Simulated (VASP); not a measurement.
Set up this calculation in VASP 6.6.1, as the native input.

```
Task                   : single point
Functional             : PBE
Potentials or basis    : VASP PAW PBE potentials, release 64 (Fe_sv, O)
Cutoff                 : 600 eV
k mesh                 : 10 × 10 × 10
Occupations            : gaussian, width 0.1 eV
Spin                   : collinear spin, ferromagnetic start
Starting moments       : [2.9, 2.9, 2.9, 2.9, 0.0, 0.0] μB
Dipole correction      : no
Further INCAR settings : ALGO = Normal; EDIFF = 1e-06; NBANDS = 51
```

The structure of Fe2O lies in POSCAR:

```
Fe2O
1.0
    4.2715013520      0.0000000000      0.0000000000
    0.0000000000      4.2715013520      0.0000000000
    0.0000000000      0.0000000000      4.2715013520
Fe O
4 2
Direct
    0.2500000000      0.2500000000      0.2500000000
    0.2500000000      0.7500000000      0.7500000000
    0.7500000000      0.7500000000      0.2500000000
    0.7500000000      0.2500000000      0.7500000000
    0.0000000000      0.0000000000      0.0000000000
    0.5000000000      0.5000000000      0.5000000000
```

The cell was generated, and may not be a known phase.

The input as run:

INCAR

```
PREC = Accurate ; ENCUT = 600
EDIFF = 1E-6 ; ISMEAR = 0
SIGMA = 0.1 ; LREAL = F
LASPH = T ; NELM = 200
ALGO = Normal ; ISIF = 2
LWAVE = F ; LCHARG = F
ISPIN = 2 ; MAGMOM = 2.9 2.9 2.9 2.9 0 0
LORBIT = 11 ; LMAXMIX = 4
GGA = PE ; NBANDS = 51
GGA_COMPAT = F
```

KPOINTS

```
regular mesh
0
Gamma
  10 10 10
```

Potentials or basis: VASP PAW PBE potentials, release 64 (Fe_sv, O).

Command:

```console
$ cat potpaw_PBE.64/Fe_sv/POTCAR potpaw_PBE.64/O/POTCAR > POTCAR
$ mpirun -np 1 vasp_std > vasp.out
```

Results of the run:

The pressure is -2.2 GPa, the net moment is 11.94 μB per cell and the site moments are Fe +2.86; O +0.11 μB. The valence electrons inside the program's atomic spheres are Fe 13.68; O 5.10.

Caveat: the run started ferromagnetic, and an antiferromagnetic order may lie lower in energy.

Run time: 5.5 min on 1 thread of AMD EPYC 9R45 96-Core Processor (Zen 5), on a shared host, peak memory 0.46 GiB.
